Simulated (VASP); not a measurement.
# Cr (P6_3/mmc) in VASP: further runs

Cr is run at these levels: revPBE; tasks: single point.

Everything below comes from runs of VASP 6.6.1. Logs are shortened: lines on timing, memory, paths and dates and some standing lists are left out, and cuts for length are marked.

**1. The cell of the first run**

Symmetry: P6_3/mmc, No. 194, hexagonal system. The conventional cell has a = 2.398 Å, b = 2.398 Å, c = 4.282 Å, α = 90.00°, β = 90.00°, γ = 120.00°. Cr (site symmetry -6m2) has 12 Cr at 2.40 to 2.55 Å within 3.2 Å.

**2. Single point, revPBE (volume scaled by 0.88)**

Contents of INCAR:

```
ALGO = Normal
EDIFF = 1E-7
ENCUT = 520
GGA = RE
ISIF = 2
ISMEAR = -1
LASPH = T
LCHARG = T
LELF = T
LREAL = F
LVHAR = T
LWAVE = F
NBANDS = 19
NELM = 80
PREC = Accurate
SIGMA = 0.1
```

Contents of KPOINTS:

```
k-points
0
Gamma
  16 16 8
```

Contents of POSCAR:

```
Cr
1.0
    2.3976632992      0.0000000000      0.0000000000
   -1.1988316496      2.0764373269      0.0000000000
    0.0000000000      0.0000000000      4.2824688486
Cr
2
Direct
    0.3333333333      0.6666666667      0.2500000000
    0.6666666667      0.3333333333      0.7500000000
```

Potentials or basis: VASP PAW PBE potentials, release 64 (Cr_pv).

Command:

```sh
> cat potpaw_PBE.64/Cr_pv/POTCAR > POTCAR
> mpirun -np 1 vasp_std > vasp.out
```

OUTCAR:

```text
EDIFF = 1E-7
   ENCUT = 520
   GGA = RE
   ISIF = 2
   ISMEAR = -1
   LASPH = T
   LREAL = F
   NELM = 80
   PREC = Accurate

 ion  position               nearest neighbor table
   1  0.333  0.667  0.250-   2 2.55   2 2.55   2 2.55   2 2.55   2 2.55   2 2.55
   2  0.667  0.333  0.750-   1 2.55   1 2.55   1 2.55   1 2.55   1 2.55   1 2.55

  LATTYP: Found a hexagonal cell.
 ALAT       =     2.3976632992
 C/A-ratio  =     1.7861010134

  Lattice vectors:

 A1 = (   2.3976632992,   0.0000000000,   0.0000000000)
 A2 = (  -1.1988316496,   2.0764373269,   0.0000000000)
 A3 = (   0.0000000000,   0.0000000000,   4.2824688486)

Analysis of symmetry for initial positions (statically):
=====================================================================
 Subroutine PRICEL returns:
 Original cell was already a primitive cell.

 Routine SETGRP: Setting up the symmetry group for a
 hexagonal supercell.

 Subroutine GETGRP returns: Found 24 space group operations
 (whereof 12 operations were pure point group operations)
 out of a pool of 24 trial point group operations.

The static configuration has the point symmetry D_3d.
 The point group associated with its full space group is D_6h.

Analysis of symmetry for dynamics (positions and initial velocities):
=====================================================================
 Subroutine PRICEL returns:
 Original cell was already a primitive cell.

 Routine SETGRP: Setting up the symmetry group for a
 hexagonal supercell.

 Subroutine GETGRP returns: Found 24 space group operations
 (whereof 12 operations were pure point group operations)
 out of a pool of 24 trial point group operations.

The dynamic configuration has the point symmetry D_3d.
 The point group associated with its full space group is D_6h.

 Subroutine INISYM returns: Found 24 space group operations
 (whereof 12 operations are pure point group operations),
 and found     1 'primitive' translations

----------------------------------------------------------------------------------------

                                     Primitive cell

  volume of cell :      21.3207

  direct lattice vectors                    reciprocal lattice vectors
     2.397663299  0.000000000  0.000000000     0.417072739  0.240797058  0.000000000
    -1.198831650  2.076437327  0.000000000     0.000000000  0.481594117  0.000000000
     0.000000000  0.000000000  4.282468849     0.000000000  0.000000000  0.233510163

  length of vectors
     2.397663299  2.397663299  4.282468849     0.481594117  0.481594117  0.233510163

  position of ions in fractional coordinates (direct lattice)
     0.333333333  0.666666667  0.250000000
     0.666666667  0.333333333  0.750000000

  ion indices of the primitive-cell ions
   primitive index   ion index
                 1           1
                 2           2

----------------------------------------------------------------------------------------

 KPOINTS: k-points

Automatic generation of k-mesh.
 Grid dimensions read from file:
 generate k-points for:   16   16    8

 Generating k-lattice:

  Cartesian coordinates                     Fractional coordinates (reciprocal lattice)
     0.026067046  0.015049816  0.000000000     0.062500000  0.000000000  0.000000000
     0.000000000  0.030099632  0.000000000     0.000000000  0.062500000  0.000000000
     0.000000000  0.000000000  0.029188770     0.000000000  0.000000000  0.125000000

  Length of vectors
     0.030099632  0.030099632  0.029188770

  Shift w.r.t. Gamma in fractional coordinates (k-lattice)
     0.000000000  0.000000000  0.000000000

 Subroutine IBZKPT returns following result:
 ===========================================

 Found    150 irreducible k-points:

 Following reciprocal coordinates:
            Coordinates               Weight
  0.000000  0.000000  0.000000      1.000000
  0.062500 -0.000000  0.000000      6.000000
  0.125000 -0.000000  0.000000      6.000000
  0.187500  0.000000  0.000000      6.000000
  0.250000 -0.000000  0.000000      6.000000
  0.312500  0.000000  0.000000      6.000000
[... 16 lines left out ...]
  0.187500  0.187500  0.000000      6.000000
  0.250000  0.187500  0.000000     12.000000
 [... further k-points ...]
   k-points           NKPTS =    150   k-points in BZ     NKDIM =    150   number of bands    NBANDS=     19
   number of dos      NEDOS =    301   number of ions     NIONS =      2
   total plane-waves  NPLWV =  10368
   dimension x,y,z NGX =    18 NGY =   18 NGZ =   32
   dimension x,y,z NGXF=    36 NGYF=   36 NGZF=   64
   ions per type =               2
   NGX,Y,Z   is equivalent  to a cutoff of  12.48, 12.48, 12.42 a.u.
   NGXF,Y,Z  is equivalent  to a cutoff of  24.96, 24.96, 24.84 a.u.
 SYSTEM =  unknown system
   PREC   = accura    normal or accurate (medium, high low for compatibility)
   ISTART =      0    job   : 0-new  1-cont  2-samecut
   ICHARG =      2    charge: 1-file 2-atom 10-const
[... 89 lines left out ...]
      3     -30.4056      2.00000
      4     -30.3182      2.00000
      5     -30.2766      2.00000
      6     -30.1717      2.00000
[... 11 lines left out ...]
     18      16.1866      0.00000
     19      19.6626      0.00000

 k-point     4 :       0.1875    0.0000    0.0000
  band No.  band energies     occupation
      1     -31.2339      2.00000
      2     -30.6001      2.00000
      3     -30.5096      2.00000
      4     -30.4188      2.00000
      5     -30.3271      2.00000
      6     -30.2074      2.00000
[... 11 lines left out ...]
     18      17.4592      0.00000
     19      19.6629      0.00000

 k-point     5 :       0.2500   -0.0000    0.0000
  band No.  band energies     occupation
      1     -31.1462      2.00000
      2     -30.8286      2.00000
      3     -30.7285      2.00000
      4     -30.4357      2.00000
      5     -30.3852      2.00000
      6     -30.2503      2.00000
[... 11 lines left out ...]
     18      18.8254      0.00000
     19      19.6636      0.00000

 k-point     6 :       0.3125    0.0000    0.0000
  band No.  band energies     occupation
      1     -31.0552      2.00000
      2     -31.0494      2.00000
      3     -30.9416      2.00000
      4     -30.4613      2.00000
      5     -30.4421      2.00000
      6     -30.2937      2.00000
[... 11 lines left out ...]
     18      19.6653      0.00000
     19      19.6783      0.00000

 k-point     7 :       0.3750    0.0000    0.0000
  band No.  band energies     occupation
      1     -31.2452      2.00000
      2     -31.1182      2.00000
      3     -30.9548      2.00000
      4     -30.4953      2.00000
      5     -30.4896      2.00000
      6     -30.3308      2.00000
[... 11 lines left out ...]
     18      19.6676      0.00000
     19      19.6745      0.00000

 k-point     8 :       0.4375    0.0000    0.0000
  band No.  band energies     occupation
      1     -31.3711      2.00000
      2     -31.2346      2.00000
      3     -30.8789      2.00000
      4     -30.5305      2.00000
      5     -30.5210      2.00000
      6     -30.3556      2.00000
[... 256 lines left out ...]
 k-point    20 :       0.3125    0.1250    0.0000
  band No.  band energies     occupation
      1     -31.2118      2.00000
      2     -31.1023      2.00000
      3     -30.9261      2.00000
      4     -30.5764      2.00000
      5     -30.5067      2.00000
      6     -30.4327      2.00000
[... 11 lines left out ...]
     18      19.6684      0.00000
     19      19.6746      0.00000

 k-point    21 :       0.3750    0.1250    0.0000
  band No.  band energies     occupation
      1     -31.3208      2.00000
      2     -31.1910      2.00000
      3     -30.8508      2.00000
      4     -30.6232      2.00000
      5     -30.5444      2.00000
      6     -30.4661      2.00000
[... 11 lines left out ...]
     18      19.6670      0.00000
     19      19.6726      0.00000

 k-point    22 :       0.4375    0.1250    0.0000
  band No.  band energies     occupation
      1     -31.3589      2.00000
      2     -31.2220      2.00000
      3     -30.8186      2.00000
      4     -30.6395      2.00000
      5     -30.5634      2.00000
      6     -30.4779      2.00000
[... 11 lines left out ...]
     18      19.6179      0.00000
     19      19.6721      0.00000

 k-point    23 :       0.1875    0.1875    0.0000
  band No.  band energies     occupation
      1     -31.0263      2.00000
      2     -30.9793      2.00000
      3     -30.9617      2.00000
      4     -30.5117      2.00000
      5     -30.4680      2.00000
      6     -30.4130      2.00000
[... 11 lines left out ...]
     18      19.6664      0.00000
     19      19.6757      0.00000

 k-point    24 :       0.2500    0.1875    0.0000
  band No.  band energies     occupation
      1     -31.1213      2.00000
      2     -31.0601      2.00000
      3     -30.9368      2.00000
      4     -30.6098      2.00000
      5     -30.5014      2.00000
      6     -30.4979      2.00000
[... 11 lines left out ...]
     18      19.6682      0.00000
     19      19.6751      0.00000

 [... further k-points ...]

------------------------ aborting loop because EDIFF is reached ----------------------------------------

  FORCE on cell =-STRESS in cart. coord.  units (eV):
  Direction    XX          YY          ZZ          XY          YZ          ZX
  --------------------------------------------------------------------------------------
  -------------------------------------------------------------------------------------
  Total        5.0924055      5.0924055      4.5950345      0.0000000      0.0000000     -0.0000000
  in kB      382.6769694    382.6769695    345.3012256      0.0000000      0.0000000     -0.0000000
  external PRESSURE =     370.2183882 kB  Pullay stress =       0.0000000 kB

 VOLUME and BASIS-vectors are now :
 -----------------------------------------------------------------------------
  energy-cutoff  :      520.00
  volume of cell :       21.32
      direct lattice vectors                 reciprocal lattice vectors
     2.397663299  0.000000000  0.000000000     0.417072739  0.240797058  0.000000000
    -1.198831650  2.076437327  0.000000000     0.000000000  0.481594117  0.000000000
     0.000000000  0.000000000  4.282468849     0.000000000  0.000000000  0.233510163

 POSITION                                       TOTAL-FORCE (eV/Angst)
 -----------------------------------------------------------------------------------
     -0.00000      1.38429      1.07062         0.000000      0.000000      0.000000
      1.19883      0.69215      3.21185        -0.000000      0.000000      0.000000
 -----------------------------------------------------------------------------------
    total drift:                               -0.000000      0.000000     -0.000000

  FREE ENERGIE OF THE ION-ELECTRON SYSTEM (eV)
  ---------------------------------------------------
  free  energy   TOTEN  =       -17.1576604906 eV

  energy  without entropy=      -17.0630200472  energy(sigma->0) =      -17.11034027
```

Wall time 32 s (1 thread of Intel Xeon Platinum 8488C (Sapphire Rapids), shared host); peak memory 0.17 GiB.

Results:

```
Free energy            : -17.1577 eV
Pressure               : 37.0 GPa
Band gap on the k mesh : zero (band 12 reaches 13.15 eV, above the bottom of band 13 at 11.65 eV)
```

Stress tensor (GPa, compression positive):
```
38.27  0.00  0.00
 0.00 38.27  0.00
 0.00  0.00 34.53
```

Levels at points of the mesh, in eV from the Fermi level:
```tsv
k point	band 10	band 11	band 12	band 13	band 14	band 15
(0.00, 0.00, 0.00)	-0.45	-0.45	-0.10	-0.06	-0.06	1.22
(0.50, 0.00, 0.00)	-1.09	-0.55	-0.31	-0.22	2.67	3.25
(0.00, 0.00, 0.50)	-1.85	-0.42	-0.42	-0.42	-0.42	2.07
(0.50, 0.00, 0.50)	-2.88	1.06	1.06	1.52	1.52	3.33
```

Caveat: the PAW data sets were made with another functional, which shifts forces and pressure a little; the run has no spin polarisation, though such a crystal can be magnetic. Spin polarisation is off, so any magnetic state and its effect on volume and gap are missing.

**3. Single point, revPBE (volume scaled by 0.92)**

Contents of INCAR:

```
ALGO = Normal
EDIFF = 1E-6
ENCUT = 520
GGA = RE
ISIF = 2
ISMEAR = -1
LASPH = T
LCHARG = F
LREAL = F
LWAVE = F
NBANDS = 19
NELM = 80
PREC = Accurate
SIGMA = 0.1
```

KPOINTS is that of step 2.

Contents of POSCAR:

```
Cr
1.0
    2.4334545953      0.0000000000      0.0000000000
   -1.2167272977      2.1074334985      0.0000000000
    0.0000000000      0.0000000000      4.3463957188
Cr
2
Direct
    0.3333333333      0.6666666667      0.2500000000
    0.6666666667      0.3333333333      0.7500000000
```

Potentials or basis: VASP PAW PBE potentials, release 64 (Cr_pv).

Command:

```sh
> cat potpaw_PBE.64/Cr_pv/POTCAR > POTCAR
> mpirun -np 1 vasp_std > vasp.out
```

It took 30 s on 1 thread of Intel Xeon Platinum 8488C (Sapphire Rapids), shared host; peak memory 0.16 GiB.

The run converged. Its results:

| Item | Value |
| --- | --- |
| Free energy | -17.3348 eV |
| Pressure | 21.9 GPa |
| Band gap on the k mesh | zero (band 12 reaches 12.44 eV, above the bottom of band 13 at 11.03 eV) |

Stress tensor (GPa, compression positive):
```
22.59  0.00  0.00
 0.00 22.59  0.00
 0.00  0.00 20.40
```

Levels at points of the mesh, in eV from the Fermi level:
```
           k point  band 9  band 10  band 11  band 12  band 13  band 14  band 15  band 16
(0.00, 0.00, 0.00)   -1.33    -0.41    -0.41    -0.18    -0.04    -0.04     1.16     1.16
(0.50, 0.00, 0.00)   -3.69    -1.02    -0.58    -0.30    -0.18     2.51     3.06     3.20
(0.00, 0.00, 0.50)   -1.74    -1.74    -0.38    -0.38    -0.38    -0.38     1.96     1.96
(0.50, 0.00, 0.50)   -2.70    -2.70     1.01     1.01     1.41     1.41     3.14     3.14
```

Caveat: the PAW data sets were made with another functional, which shifts forces and pressure a little; the run has no spin polarisation, though such a crystal can be magnetic. Spin polarisation is off, so any magnetic state and its effect on volume and gap are missing.

**4. Single point, revPBE (volume scaled by 0.96)**

Contents of INCAR:

```
  PREC = Accurate
  ENCUT = 520
  EDIFF = 1E-6
  ISMEAR = -1
  SIGMA = 0.1
  LREAL = F
  LASPH = T
  NELM = 100
  ALGO = Normal
  ISIF = 2
  LWAVE = F
  LCHARG = F
  GGA = RE
  NBANDS = 19
```

Contents of KPOINTS:

```
Automatic mesh
0
Gamma
  16 16 8
```

Contents of POSCAR:

```
Cr
1.0
    2.4682229298      0.0000000000      0.0000000000
   -1.2341114649      2.1375437594      0.0000000000
    0.0000000000      0.0000000000      4.4084954762
Cr
2
Direct
    0.3333333333      0.6666666667      0.2500000000
    0.6666666667      0.3333333333      0.7500000000
```

Command:

```sh
> cat potpaw_PBE.64/Cr_pv/POTCAR > POTCAR
> mpirun -np 1 vasp_std > vasp.out
```

It took 31 s on 1 thread of Intel Xeon Platinum 8488C (Sapphire Rapids), shared host; peak memory 0.17 GiB.

Results (log left out):

| Quantity | Value |
| --- | --- |
| Free energy | -17.4292 eV |
| Pressure | 9.6 GPa |
| Band gap on the k mesh | zero (band 12 reaches 11.78 eV, above the bottom of band 13 at 10.46 eV) |

Stress tensor (GPa, compression positive):
```
9.91 0.00 0.00
0.00 9.91 0.00
0.00 0.00 9.00
```

Levels at points of the mesh, in eV from the Fermi level:
```
           k point  band 10  band 11  band 12  band 13  band 14  band 15
(0.00, 0.00, 0.00)    -0.37    -0.37    -0.23    -0.03    -0.03     1.10
(0.50, 0.00, 0.00)    -0.95    -0.60    -0.29    -0.16     2.37     2.89
(0.00, 0.00, 0.50)    -1.65    -0.34    -0.34    -0.34    -0.34     1.85
(0.50, 0.00, 0.50)    -2.54     0.97     0.97     1.32     1.32     2.96
```

Caveat: the PAW data sets were made with another functional, which shifts forces and pressure a little; the run has no spin polarisation, though such a crystal can be magnetic. Spin polarisation is off, so any magnetic state and its effect on volume and gap are missing.

**5. Single point, revPBE (volume scaled by 1.12)**

Contents of INCAR:

```
SYSTEM = Cr
ALGO = Normal
EDIFF = 1E-7
ENCUT = 520
GGA = RE
ISIF = 2
ISMEAR = -1
LASPH = .True.
LCHARG = .True.
LELF = .True.
LREAL = .False.
LVHAR = .True.
LWAVE = .False.
NBANDS = 19
NELM = 60
PREC = Accurate
SIGMA = 0.1
```

Contents of KPOINTS:

```
k-points
0
Gamma
  16 16 8
  0 0 0
```

Contents of POSCAR:

```
Cr
1.0
    2.5983639320      0.0000000000      0.0000000000
   -1.2991819660      2.2502491734      0.0000000000
    0.0000000000      0.0000000000      4.6409404521
Cr
2
Direct
    0.3333333333      0.6666666667      0.2500000000
    0.6666666667      0.3333333333      0.7500000000
```

Command:

```sh
> cat potpaw_PBE.64/Cr_pv/POTCAR > POTCAR
> mpirun -np 1 vasp_std > vasp.out
```

It took 40 s on 1 thread of Intel Xeon Platinum 8488C (Sapphire Rapids), shared host; peak memory 0.18 GiB.

The run converged. Its results:

- Free energy: -17.2529 eV
- Pressure: -20.2 GPa
- Band gap on the k mesh: zero (band 12 reaches 9.60 eV, above the bottom of band 13 at 8.54 eV)

Stress tensor (GPa, compression positive):
```
-20.90   0.00   0.00
  0.00 -20.90   0.00
  0.00   0.00 -18.68
```

Levels at points of the mesh, in eV from the Fermi level:
```csv
k point,band 10,band 11,band 12,band 13,band 14,band 15
"(0.00, 0.00, 0.00)",-0.33,-0.27,-0.27,0.00,0.00,0.90
"(0.50, 0.00, 0.00)",-0.76,-0.63,-0.26,-0.09,1.91,2.34
"(0.00, 0.00, 0.50)",-1.35,-0.25,-0.25,-0.25,-0.25,1.50
"(0.50, 0.00, 0.50)",-2.04,0.81,0.81,1.04,1.04,2.40
```

Caveat: the PAW data sets were made with another functional, which shifts forces and pressure a little; the run has no spin polarisation, though such a crystal can be magnetic. Spin polarisation is off, so any magnetic state and its effect on volume and gap are missing.

**6. Overview**

| cell | gap on the mesh (eV) | pressure (GPa) |
| --- | --- | --- |
| a = 2.398, b = 2.398, c = 4.282 Å, angles 90.0, 90.0, 120.0°, 2 atoms | none | 37.0 |
| a = 2.433, b = 2.433, c = 4.346 Å, angles 90.0, 90.0, 120.0°, 2 atoms | none | 21.9 |
| a = 2.468, b = 2.468, c = 4.408 Å, angles 90.0, 90.0, 120.0°, 2 atoms | none | 9.6 |
| a = 2.598, b = 2.598, c = 4.641 Å, angles 90.0, 90.0, 120.0°, 2 atoms | none | -20.2 |

Alike in all rows: task single point; level revPBE; potentials or basis VASP PAW PBE potentials, release 64 (Cr_pv); no spin polarisation; k mesh 16 × 16 × 8; cutoff (eV) 520; smearing fermi-dirac 0.1 eV.

Caveats: the PAW data sets were made with another functional, which shifts forces and pressure a little; the run has no spin polarisation, though such a crystal can be magnetic.

Total energies depend on the potentials used, so only differences within one code and one set of settings carry meaning.
